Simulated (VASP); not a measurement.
Set up this calculation in VASP 6.6.1, as the native input.

- Task: single point
- Functional: PBE
- Potentials or basis: VASP PAW PBE potentials, release 64 (Si)
- Cutoff: 520 eV
- k mesh: 10 × 10 × 10
- Occupations: gaussian, width 0.15 eV
- Spin: no spin polarisation
- Dipole correction: no
- Further INCAR settings: ALGO = Normal; EDIFF = 1e-06; NBANDS = 26

The structure of Si lies in POSCAR:

```
Si
1.0
   -3.3877297040      3.3877297040      3.3877297040
    3.3877297040     -3.3877297040      3.3877297040
    3.3877297040      3.3877297040     -3.3877297040
Si
8
Direct
    0.2028545115      0.2028545115      0.2028545115
    0.5000000000      0.0000000000      0.2971454885
    0.2971454885      0.5000000000      0.0000000000
    0.0000000000      0.2971454885      0.5000000000
    0.7971454885      0.7971454885      0.7971454885
    0.5000000000      0.0000000000      0.7028545115
    0.7028545115      0.5000000000      0.0000000000
    0.0000000000      0.7028545115      0.5000000000
```

The input as run:

INCAR

```
SYSTEM = Si
  ALGO = Normal
  EDIFF = 1E-6
  ENCUT = 520
  GGA = PE
  ISIF = 2
  ISMEAR = 0
  LASPH = .TRUE.
  LCHARG = .FALSE.
  LREAL = .FALSE.
  LWAVE = .FALSE.
  NBANDS = 26
  NELM = 80
  PREC = Accurate
  SIGMA = 0.15
```

KPOINTS

```
k-points
0
G
  10 10 10
  0 0 0
```

Potentials or basis: VASP PAW PBE potentials, release 64 (Si).

Launch:

```sh
$ cat potpaw_PBE.64/Si/POTCAR > POTCAR
$ mpirun -np 1 vasp_std > vasp.out
```

Results of the run:

```yaml
Pressure: -4.5 GPa
Largest_force: 0.216 eV/Å
Band_gap_on_the_k_mesh: zero (bands 16 and 17 overlap by 0.12 eV)
```

Caveat: the cell stands under tension; semilocal functionals underestimate gaps, and a narrow one can read as zero.

Wall time 6.3 min on 1 thread of Intel Xeon 8259CL (shared host), peak memory 0.4 GiB.
